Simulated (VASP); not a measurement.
# MoS2 (P-3m1) in VASP: notebook, part 2 of 3

VASP 6.6.1.

**3. Single point, PBE, collinear spin (18.84 Å³/atom)**

This run uses another cell than the first one, of 18.84 Å³/atom.

INCAR reads:

```
  PREC = Accurate
  ENCUT = 520
  EDIFF = 1E-6
  ISMEAR = 0
  SIGMA = 0.05
  LREAL = F
  LASPH = T
  NELM = 150
  ALGO = Normal
  ISIF = 2
  LWAVE = F
  LCHARG = F
  ISPIN = 2
  MAGMOM = 0.05 0 0
  LORBIT = 11
  LMAXMIX = 4
  GGA = PE
  NBANDS = 24
```

KPOINTS reads:

```
Automatic mesh
0
Gamma
  12 12 6
```

POSCAR reads:

```
MoS2
1.0
    3.1883414390      0.0000000000      0.0000000000
   -1.5941707195      2.7611846821      0.0000000000
    0.0000000000      0.0000000000      6.4195796740
Mo S
1 2
Direct
    0.0000000000      0.0000000000      0.0000000000
    0.3333333333      0.6666666667      0.2467269754
    0.6666666667      0.3333333333      0.7532730246
```

Potentials or basis: VASP PAW PBE potentials, release 64 (Mo_sv, S).

Started as:

```console
> cat potpaw_PBE.64/Mo_sv/POTCAR potpaw_PBE.64/S/POTCAR > POTCAR
> mpirun -np 1 vasp_std > vasp.out
```

OUTCAR:

```text
PREC = Accurate
   ENCUT = 520
   EDIFF = 1E-6
   ISMEAR = 0
   LREAL = F
   LASPH = T
   NELM = 150
   ISIF = 2
   ISPIN = 2
   LORBIT = 11
   GGA = PE

 ion  position               nearest neighbor table
   1  0.000  0.000  0.000-   2 2.43   3 2.43   2 2.43   3 2.43   3 2.43   2 2.43
   2  0.333  0.667  0.247-   1 2.43   1 2.43   1 2.43
   3  0.667  0.333  0.753-   1 2.43   1 2.43   1 2.43

  LATTYP: Found a hexagonal cell.
 ALAT       =     3.1883414390
 C/A-ratio  =     2.0134542667

  Lattice vectors:

 A1 = (   3.1883414390,   0.0000000000,   0.0000000000)
 A2 = (  -1.5941707195,   2.7611846821,   0.0000000000)
 A3 = (   0.0000000000,   0.0000000000,   6.4195796740)

Analysis of symmetry for initial positions (statically):
=====================================================================
 Subroutine PRICEL returns:
 Original cell was already a primitive cell.

 Routine SETGRP: Setting up the symmetry group for a
 hexagonal supercell.

 Subroutine GETGRP returns: Found 12 space group operations
 (whereof 12 operations were pure point group operations)
 out of a pool of 24 trial point group operations.

The static configuration has the point symmetry D_3d.

Analysis of symmetry for dynamics (positions and initial velocities):
=====================================================================
 Subroutine PRICEL returns:
 Original cell was already a primitive cell.

 Routine SETGRP: Setting up the symmetry group for a
 hexagonal supercell.

 Subroutine GETGRP returns: Found 12 space group operations
 (whereof 12 operations were pure point group operations)
 out of a pool of 24 trial point group operations.

The dynamic configuration has the point symmetry D_3d.

Analysis of structural, dynamic, and magnetic symmetry:
=====================================================================
 Subroutine PRICEL returns:
 Original cell was already a primitive cell.

 Routine SETGRP: Setting up the symmetry group for a
 hexagonal supercell.

 Subroutine GETGRP returns: Found 12 space group operations
 (whereof 12 operations were pure point group operations)
 out of a pool of 24 trial point group operations.

The overall configuration has the point symmetry D_3d.

 Subroutine INISYM returns: Found 12 space group operations
 (whereof 12 operations are pure point group operations),
 and found     1 'primitive' translations

----------------------------------------------------------------------------------------

                                     Primitive cell

  volume of cell :      56.5154

  direct lattice vectors                    reciprocal lattice vectors
     3.188341439  0.000000000  0.000000000     0.313642695  0.181081694  0.000000000
    -1.594170720  2.761184682  0.000000000     0.000000000  0.362163388  0.000000000
     0.000000000  0.000000000  6.419579674     0.000000000  0.000000000  0.155773439

  length of vectors
     3.188341439  3.188341439  6.419579674     0.362163388  0.362163388  0.155773439

  position of ions in fractional coordinates (direct lattice)
     0.000000000  0.000000000  0.000000000
     0.333333333  0.666666667  0.246726975
     0.666666667  0.333333333  0.753273025

  ion indices of the primitive-cell ions
   primitive index   ion index
                 1           1
                 2           2
                 3           3
[... 70 lines left out ...]
   ENCUT  =  520.0 eV  38.22 Ry    6.18 a.u.   5.93  5.93 11.94*2*pi/ulx,y,z
   NELM   =    150;   NELMIN=  2; NELMDL= -5     # of ELM steps
   EDIFF  = 0.1E-05   stopping-criterion for ELM
   LREAL  =      F    real-space projection
   EDIFFG = 0.1E-04   stopping-criterion for IOM
   NSW    =      0    number of steps for IOM
   IBRION =     -1    ionic relax: 0-MD 1-quasi-New 2-CG
   NFREE  =      0    steps in history (QN), initial steepest desc. (CG)
   ISIF   =      2    stress and relaxation
   ISYM   =      2    0-nonsym 1-usesym 2-fastsym
   POTIM  = 0.5000    time-step for ionic-motion
   TEBEG  =    0.0;   TEEND  =   0.0 temperature during run
   PSTRESS=    0.0 pullay stress
   NELECT =      26.0000    total number of electrons
   NUPDOWN=      -1.0000    fix difference up-down
   EMIN   =  10.00;   EMAX   =-10.00  energy-range for DOS
   EFERMI =   0.00;   METHOD = LEGACY
   ISMEAR =     0;   SIGMA  =   0.05  broadening in eV -4-tet -1-fermi 0-gaus
   EFERMI_NEDOS =   21; number of points for ismear=-14 and -15
   IALGO  =     38    algorithm
   IMIX   =      4    mixing-type and parameters
     AMIX     =   0.40;   BMIX     =  1.00
     AMIX_MAG =   1.60;   BMIX_MAG =  1.00
  volume/ion in A,a.u.               =      18.84       127.13
  Fermi-wavevector in a.u.,A,eV,Ry     =   1.263796  2.388228 21.730959  1.597180
  Thomas-Fermi vector in A             =   2.397134
   LORBIT       =     11    0 simple, 1 ext, 2 COOP (PROOUT), +10 PAW based schemes
   GGA     = PE    functional components
   LHFCALC =     F    Hartree Fock is set to
   AEXX    =    0.0000 exact exchange contribution
   IVDW    =     0    specifies the selected vdW correction
   LEPSILON=     F    determine dielectric tensor
   LRPA    =     F    only Hartree local field effects (RPA)
 spin polarized calculation
 Gauss-broadening in eV      SIGMA  =   0.05
  energy-cutoff  :      520.00
  volume of cell :       56.52
 maximum number of plane-waves:      1539
   NGX = 11   NGY = 11   NGZ = 23

 number of electron      26.0000001 magnetization      -0.0000095

 number of electron      26.0000001 magnetization       0.0000063

 Free energy of the ion-electron system (eV)
  ---------------------------------------------------
  ext. energy  EPLUGINS =         0.00000000
  ---------------------------------------------------
  free energy    TOTEN  =       -21.01260188 eV

  energy without entropy =      -21.01107965  energy(sigma->0) =      -21.01184076

 E-fermi :   7.0355     XC(G=0): -10.4930

 val. band max:        7.0216943273   @ k =  -0.2500  -0.4167   0.1667
 cond. band min:       7.0391563839   @ k =   0.0000   0.0833   0.1667
 fundamental gap:      0.0174620566
 Fermi energy:         7.0355088316

 spin component 1

 k-point     1 :       0.0000    0.0000    0.0000
  band No.  band energies     occupation
      1     -54.7549      1.00000
      2     -28.8047      1.00000
      3     -28.7288      1.00000
      4     -28.7288      1.00000
      5      -7.8606      1.00000
      6      -6.5043      1.00000
[... 637 lines left out ...]
     23      18.2549      0.00000
     24      18.4306      0.00000

 [... further k-points ...]

 spin component 2

 k-point     1 :       0.0000    0.0000    0.0000
  band No.  band energies     occupation
      1     -54.7548      1.00000
      2     -28.8047      1.00000
      3     -28.7287      1.00000
      4     -28.7287      1.00000
      5      -7.8606      1.00000
      6      -6.5043      1.00000
[... 637 lines left out ...]
     23      18.2549      0.00000
     24      18.4307      0.00000

 [... further k-points ...]

------------------------ aborting loop because EDIFF is reached ----------------------------------------

  FORCE on cell =-STRESS in cart. coord.  units (eV):
  Direction    XX          YY          ZZ          XY          YZ          ZX
  --------------------------------------------------------------------------------------
  -------------------------------------------------------------------------------------
  Total        0.1764653      0.1764653      0.1555202      0.0000000      0.0000000      0.0000000
  in kB        5.0026827      5.0026827      4.4089029      0.0000000      0.0000000      0.0000000
  external PRESSURE =       4.8047561 kB  Pullay stress =       0.0000000 kB

 VOLUME and BASIS-vectors are now :
 -----------------------------------------------------------------------------
  energy-cutoff  :      520.00
  volume of cell :       56.52
      direct lattice vectors                 reciprocal lattice vectors
     3.188341439  0.000000000  0.000000000     0.313642695  0.181081694  0.000000000
    -1.594170720  2.761184682  0.000000000     0.000000000  0.362163388  0.000000000
     0.000000000  0.000000000  6.419579674     0.000000000  0.000000000  0.155773439

 POSITION                                       TOTAL-FORCE (eV/Angst)
 -----------------------------------------------------------------------------------
      0.00000      0.00000      0.00000        -0.000000     -0.000000      0.000000
     -0.00000      1.84079      1.58388        -0.000000      0.000000     -0.012403
      1.59417      0.92039      4.83570         0.000000     -0.000000      0.012403
 -----------------------------------------------------------------------------------
    total drift:                                0.000000      0.000000     -0.000000

  FREE ENERGIE OF THE ION-ELECTRON SYSTEM (eV)
  ---------------------------------------------------
  free  energy   TOTEN  =       -21.0126018803 eV

  energy  without entropy=      -21.0110796480  energy(sigma->0) =      -21.01184076

 total charge

# of ion       s       p       d       tot
------------------------------------------
    1        2.288   6.210   3.886  12.385
    2        1.367   2.317   0.000   3.684
    3        1.367   2.317   0.000   3.684
--------------------------------------------------
tot          5.022  10.844   3.886  19.753

 magnetization (x)

# of ion       s       p       d       tot
------------------------------------------
    1       -0.000  -0.000  -0.000  -0.000
    2       -0.000   0.000   0.000   0.000
    3       -0.000   0.000   0.000   0.000
--------------------------------------------------
tot         -0.000  -0.000  -0.000  -0.000
```

stdout:

```text
POSCAR found type information on POSCAR MoS
 POSCAR found :  2 types and       3 ions
 scaLAPACK will be used
 LDA part: xc-table for (Slater+PW92), standard interpolation
 POSCAR, INCAR and KPOINTS ok, starting setup
 FFT: planning ... GRIDC
 FFT: planning ... GRID_SOFT
 FFT: planning ... GRID
 WAVECAR not read
 entering main loop
```

It took 4.6 min on 1 thread of AMD EPYC 7R43 (Zen 3), shared host; peak memory 0.28 GiB.

Results:

```yaml
Free_energy: -21.0126 eV
Pressure: 0.5 GPa
Largest_force: 0.012 eV/Å
Band_gap_on_the_k_mesh: zero (filled and empty bands overlap)
Net_moment: 0.00 μB per cell
Valence_electrons_inside_the_program's_atomic_spheres: Mo 12.38; S 3.68
```

Forces in eV/Å, atoms in the order of the input:
```
Mo   0.000  0.000  0.000
S    0.000  0.000 -0.012
S    0.000  0.000  0.012
```

Caveat: this functional lacks dispersion, which binds layers or chains, so the pressure and a relaxed spacing across them are unreliable.

[end of part 2 of 3]

The gap in the log of VASP goes by the Fermi energy; the results here count the filled bands.